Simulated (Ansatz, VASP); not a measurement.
# InSb in VASP and in Ansatz

```
In Sb
1.0
     5.19629    0.00000    0.00000
     0.00000    5.54064    0.00000
     0.00000    0.00000    3.06300
In Sb
2 2
Direct
  0.00000 0.00000 0.00000
  0.50000 0.50000 0.00000
  0.50000 0.00000 0.83500
  0.00000 0.50000 0.16500
```

Change from the starting cell: equal xx and yy strain of -3 %.

Alike in both runs: task single point; functional LDA; k mesh 6 × 6 × 11; occupations fermi-dirac, width 0.08 eV; no spin polarisation.

|  | VASP | Ansatz |
| --- | --- | --- |
| version | VASP 6.6.1 | Ansatz 0.2.0 |
| potentials or method | VASP PAW LDA potentials, release 64 (In_d, Sb), cutoff 520 eV | all-electron LAPW, scalar-relativistic |

|  | VASP | Ansatz | Ansatz less VASP |
| --- | --- | --- | --- |
| pressure (GPa) | 20.3 | 20.0 | -0.35 |
| traceless stress, the component that is largest in VASP (GPa) | 15.89 | 15.86 | -0.029 |
| rms of the force components (eV/Å) | 0.418 | 0.415 | -0.0029 |

LDA's correlation is that of Perdew and Zunger in VASP and of Perdew and Wang (1992) in Ansatz. Atom by atom the forces differ by 0.003 eV/Å (rms over components). Ansatz ran all-electron here, and VASP with PAW potentials.

Neither program's run includes spin-orbit coupling.
